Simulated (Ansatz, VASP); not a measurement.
## One calculation of Sc3Ta, two programs

```
Sc Ta
1.0
     5.06285    0.00000    0.00000
    -2.53142    4.38455    0.00000
     0.00000    0.00000    5.14812
Sc Ta
3 1
Cartesian
  0.0000 0.0000 0.0000
  0.0000 2.9230 2.5741
  2.5314 1.4615 2.5741
  0.0000 0.0000 2.5741
```

Alike in both runs: functional PBE; k mesh 6 × 6 × 4; occupations gaussian, width 0.1 eV; no spin polarisation.

Ansatz relaxed the structure, and its values are those at the end. VASP's run is a single point on that final structure, the one shown.

|  | VASP | Ansatz |
| --- | --- | --- |
| version | VASP 6.6.1 | Ansatz 0.2.0 |
| potentials or method | VASP PAW PBE potentials, release 64 (Sc_sv, Ta_pv), cutoff 520 eV | scalar-relativistic, plane waves, PAW |
| valence electrons in the cell | 44 | 46 |

|  | VASP | Ansatz | Ansatz less VASP |
| --- | --- | --- | --- |
| gap on the k mesh at the Fermi level (eV) | none | none | - |
| pressure (GPa) | 0.2 | 0.1 | -0.08 |

A gap of «none» marks a metal or a gap that the smearing closes. The functional is the same, so the differences come from potentials, cutoffs and numerics. VASP's potentials hold 44 valence electrons a cell and Ansatz's 46, so a difference there can come from the potentials and not from the codes.

Neither program's run includes spin-orbit coupling.
